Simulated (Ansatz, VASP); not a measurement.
## Sn in VASP and in Ansatz

Contents of INCAR:

```
AGGAC    = 1.0          
AGGAX    = 1.0          
ALDAC    = 0.0          
ALDAX    = 1.0          
ALGO     = Normal         # electronic algorithm
EDIFF    = 1E-7           # SCF threshold, eV
EDIFFG   = -0.01          # ionic threshold
ENCUT    = 600            # plane-wave cutoff, eV
GGA      = B5             # functional
IBRION   = 2              # ionic algorithm
ISIF     = 3              # what is computed and relaxed
ISMEAR   = -1             # smearing method
LASPH    = T              # aspherical terms in the spheres
LCHARG   = F              # write CHGCAR
LREAL    = F              # projectors in reciprocal space
LWAVE    = F              # write WAVECAR
NELM     = 60             # most SCF steps
NSW      = 60             # ionic steps
PREC     = Accurate       # precision mode
SIGMA    = 0.05           # smearing width, eV
```

KPOINTS

```
k-points
0
Gamma
  9 9 9
```

POSCAR

```
Sn
1.0
   -2.9401404553      2.9401404553      1.5993019889
    2.9401404553     -2.9401404553      1.5993019889
    2.9401404553      2.9401404553     -1.5993019889
Sn
2
Direct
    0.0000000000      0.0000000000      0.0000000000
    0.7500000000      0.2500000000      0.5000000000
```

Contents of input.yaml:

```yaml
crystal:
  lattice:
    - [-2.9401404553, 2.9401404553, 1.5993019889]
    - [2.9401404553, -2.9401404553, 1.5993019889]
    - [2.9401404553, 2.9401404553, -1.5993019889]
  atoms:
    - { symbol: Sn, position: [0.0, 0.0, 0.0] }
    - { symbol: Sn, position: [0.75, 0.25, 0.5] }
hamiltonian:
  xc: blyp
  pseudopotentials: { kind: paw }
kpoints:
  mp_grid: { grid: [9, 9, 9] }
scf:
  occupations: { method: fermi_dirac, width: 0.05 }
output:
  forces: true
  stress: true
relax:
  f_tol: 0.01
  max_steps: 40
  cell: { stress_tol: 0.05 }
```

Alike in both runs: task relaxation of cell and atoms; functional BLYP; k mesh 9 × 9 × 9; occupations fermi-dirac, width 0.05 eV; no spin polarisation.

|  | VASP | Ansatz |
| --- | --- | --- |
| version | VASP 6.6.1 | Ansatz 0.2.0 |
| potentials or method | VASP PAW PBE potentials, release 64 (Sn_d) | Ansatz PAW |
| plane-wave cutoff (eV) | 600 | 420 |
| valence electrons in the cell | 28 | 28 |

Ansatz gave:

| Property | Result |
| --- | --- |
| relaxed volume (Å³/atom) | 31.19 |
| relaxed length of the cell vector where the two differ most in proportion (Å) | 4.643 |

Question: Which values does VASP return?

Answer: Relaxed volume (Å³/atom): 31.14; relaxed length of the cell vector where the two differ most in proportion (Å): 4.638.

VASP's potentials were made for PBE, not for BLYP.

Noted on Ansatz's run: the plane-wave basis is chosen anew once the cell has moved, so the energies of steps on either side of that aren't comparable.
